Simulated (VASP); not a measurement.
Wanted: the native input for a VASP 6.6.1 run.

| Property | Result |
| --- | --- |
| Task | single point |
| Functional | PBEsol |
| Potentials or basis | VASP PAW PBE potentials, release 64 (In_d, Se) |
| Cutoff | 520 eV |
| k mesh | 6 × 7 × 3 |
| Occupations | gaussian, width 0.05 eV |
| Spin | no spin polarisation |
| Dipole correction | no |
| Further INCAR settings | ALGO = Normal; EDIFF = 1e-06; NBANDS = 48 |

The structure of InSe lies in POSCAR:

```
InSe
1.0
    1.6051187225      0.0000000000     -4.2720903381
    0.0000000000      4.1105485099      0.0000000000
   10.7867816795      0.0000000000      2.5526644231
In Se
4 4
Direct
    0.7024276677      0.0000000000      0.3858026583
    0.0024276677      0.5000000000      0.8858026583
   -0.1024276677      0.0000000000      0.6141973417
    0.5975723323      0.5000000000      0.1141973417
   -0.0446540384      0.0000000000      0.1547212196
    0.2553459616      0.5000000000      0.6547212196
    0.6446540384      0.0000000000      0.8452787804
    0.3446540384      0.5000000000      0.3452787804
```

This cell differs from its parent crystal: the part above a cut slid along it.

These files were run (other wordings do the same):

INCAR

```
SYSTEM = InSe
  ALGO = Normal
  EDIFF = 1E-6
  ENCUT = 520
  GGA = PS
  ISIF = 2
  ISMEAR = 0
  LASPH = .True.
  LCHARG = .True.
  LELF = .True.
  LREAL = .False.
  LVHAR = .True.
  LWAVE = .False.
  NBANDS = 48
  NELM = 100
  PREC = Accurate
  SIGMA = 0.05
```

KPOINTS

```
k-points
0
Gamma
  6 7 3
  0 0 0
```

Potentials or basis: VASP PAW PBE potentials, release 64 (In_d, Se).

Run with:

```sh
$ cat potpaw_PBE.64/In_d/POTCAR potpaw_PBE.64/Se/POTCAR > POTCAR
$ mpirun -np 1 vasp_std > vasp.out
```

Results of the run:

| Property | Result |
| --- | --- |
| Pressure | 1.0 GPa |
| Largest force | 0.456 eV/Å |
| Band gap on the k mesh | zero (bands 38 and 39 overlap by 0.60 eV) |

Caveat: the cell differs from its parent crystal (the part above a cut slid along it); the PAW data sets were made with another functional, which shifts forces and pressure a little; spin-orbit coupling is left out, which moves the levels of the heavy elements.

It took 3.3 min on 1 thread of AMD EPYC 9R45 96-Core Processor (Zen 5), with other jobs on the host, peak memory 0.44 GiB.
